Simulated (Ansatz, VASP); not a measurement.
One calculation of MnH4, two programs

```
Mn H
1.0
     2.64247    0.00000    0.00000
     0.00000    2.64247    0.00000
     0.00000    0.00000    5.14805
Mn H
1 4
Direct
  0.50000 0.50000 0.50000
  0.00000 0.50000 0.29370
  0.50000 0.00000 0.29370
  0.00000 0.50000 0.70630
  0.50000 0.00000 0.70630
```

Alike in both runs: functional PBE; k mesh 12 × 12 × 10; occupations gaussian, width 0.1 eV; collinear spin.

Ansatz relaxed the structure, and its values are those at the end. VASP's run is a single point on that final structure, the one shown.

|  | VASP | Ansatz |
| --- | --- | --- |
| version | VASP 6.6.1 | Ansatz 0.2.0 |
| potentials or method | VASP PAW PBE potentials, release 64 (Mn_pv, H), cutoff 520 eV | scalar-relativistic, plane waves, PAW |
| valence electrons in the cell | 17 | 19 |

```tsv
	VASP	Ansatz	Ansatz less VASP
gap on the k mesh at the Fermi level (eV)	none	none	-
pressure (GPa)	-0.1	0.0	+0.12
net moment per atom (μB)	0.36	0.36	-0.002
size of the moment on the site where the two differ most (μB)	1.92	1.52	-0.403
```

Site moments also hang on the region over which each program counts them. A gap of «none» marks a metal or a gap that the smearing closes. VASP's potentials hold 17 valence electrons a cell and Ansatz's 19, so a difference there can come from the potentials and not from the codes.
